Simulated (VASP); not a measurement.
A run of VASP 6.6.1 is set up as follows.

File INCAR:

```
SYSTEM = Re
PREC = Accurate
ENCUT = 600
EDIFF = 1E-6
ISMEAR = 0
SIGMA = 0.1
LREAL = .False.
LASPH = .True.
NELM = 120
ALGO = Normal
ISIF = 2
LWAVE = .False.
LCHARG = .False.
GGA = PS
NBANDS = 14
GGA_COMPAT = .False.
```

The input KPOINTS:

```
Automatic mesh
0
Gamma
  6 6 4
  0 0 0
```

POSCAR

```
Re
1.0
    2.7504801688      0.0000000000      0.0000000000
   -1.3752400844      2.3819856988      0.0000000000
    0.0000000000      0.0000000000      4.4432797024
Re
2
Direct
    0.3333333333      0.6666666667      0.2500000000
    0.6666666667      0.3333333333      0.7500000000
```

Potentials or basis: VASP PAW PBE potentials, release 64 (Re).

Command:

```bash
$ cat potpaw_PBE.64/Re/POTCAR > POTCAR
$ mpirun -np 1 vasp_std > vasp.out
```

(1) Estimate the pressure.

(2) What does it give for the band gap on the k mesh?

Answers

(1) 0.6 GPa.

(2) zero (bands 7 and 8 overlap by 2.86 eV).

Caveat: the k points lie up to 0.44 Å⁻¹ apart, too coarse for converged energies and pressures of a metal; the PAW data sets were made with another functional, which shifts forces and pressure a little; spin-orbit coupling is left out, which moves the levels of the heavy elements.
